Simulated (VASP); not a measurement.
Write the native input for VASP 6.6.1 that does the following.

```yaml
Task: single point
Functional: LDA
Potentials_or_basis: VASP PAW LDA potentials, release 64 (Ta_pv)
Cutoff: 520 eV
k_mesh: 15 × 15 × 1
Occupations: fermi-dirac, width 0.08 eV
Spin: no spin polarisation
Dipole_correction: yes
Further_INCAR_settings: ALGO = Normal; EDIFF = 1e-06; NBANDS = 36
```

The structure of Ta lies in POSCAR:

```
Ta
1.0
    2.8173712975      0.0000000000      0.0000000000
   -0.9391237658      2.6562431328      0.0000000000
    0.0000000000      0.0000000000     25.2015000000
Ta
5
Direct
    0.0000000000      0.0000000000      0.3213221709
    0.5000000000      0.5000000000      0.4088760544
    0.0000000000      0.0000000000      0.4999999999
    0.5000000000      0.5000000000      0.5911239455
    0.0000000000      0.0000000000      0.6786778293
```

One way to write it, as run:

INCAR

```
PREC = Accurate ; ENCUT = 520
EDIFF = 1E-6 ; ISMEAR = -1
SIGMA = 0.08 ; LREAL = False
LASPH = True ; NELM = 60
ALGO = Normal ; ISIF = 2
LWAVE = False ; LCHARG = False
LDIPOL = True ; IDIPOL = 3
DIPOL = 0.5 0.5 0.500 ; NBANDS = 36
```

KPOINTS

```
regular mesh
0
Gamma
  15 15 1
```

Potentials or basis: VASP PAW LDA potentials, release 64 (Ta_pv).

Command:

```sh
$ cat potpaw_LDA.64/Ta_pv/POTCAR > POTCAR
$ mpirun -np 1 vasp_std > vasp.out
```

It gave:

```json
{
 "Largest force": "0.048 eV/Å",
 "Band gap on the k mesh": "zero (an odd number of electrons rules out a gap without spin polarisation)"
}
```

Caveat: spin-orbit coupling is left out, which moves the levels of the heavy elements.

Wall time 14 min on 1 thread of AMD EPYC 9R14 (Zen 4) (shared host), peak memory 0.42 GiB.
